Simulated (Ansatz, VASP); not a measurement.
# SnO2: VASP beside Ansatz

```
CELL_PARAMETERS angstrom
4.80830 0.00000 0.00000
0.00000 4.80830 0.00000
0.00000 0.00000 3.23802
ATOMIC_POSITIONS crystal
Sn 0.00000 0.00000 0.00000
Sn 0.50000 0.50000 0.50000
O 0.27675 0.33585 0.00000
O 0.22325 0.83585 0.50000
O 0.72325 0.66415 0.00000
O 0.77675 0.16415 0.50000
```

Change from the starting cell: mode 4 frozen in at -0.199 Å, equal normal strain along x, y and z +0.0083.

Alike in both runs: task single point; functional PBEsol; k mesh 6 × 6 × 8; occupations gaussian, width 0.05 eV; no spin polarisation.

```csv
,VASP,Ansatz
version,VASP 6.6.1,Ansatz 0.2.0
potentials or method,"VASP PAW PBE potentials, release 64 (Sn_d, O), cutoff 520 eV","scalar-relativistic, plane waves, PAW"
valence electrons in the cell,52,52
```

```tsv
	VASP	Ansatz	Ansatz less VASP
gap on the k mesh at the Fermi level (eV)	0.94	0.95	+0.009
least direct gap on the mesh (eV)	1.02	1.03	+0.009
pressure (GPa)	-5.6	-6.2	-0.56
traceless stress, the component that is largest in VASP (GPa)	1.44	1.57	+0.134
rms of the force components (eV/Å)	0.129	0.137	+0.0079
```

VASP's potentials were made for PBE, not for PBEsol, and Ansatz warns of the same on its side. Atom by atom the forces differ by 0.009 eV/Å (rms over components).
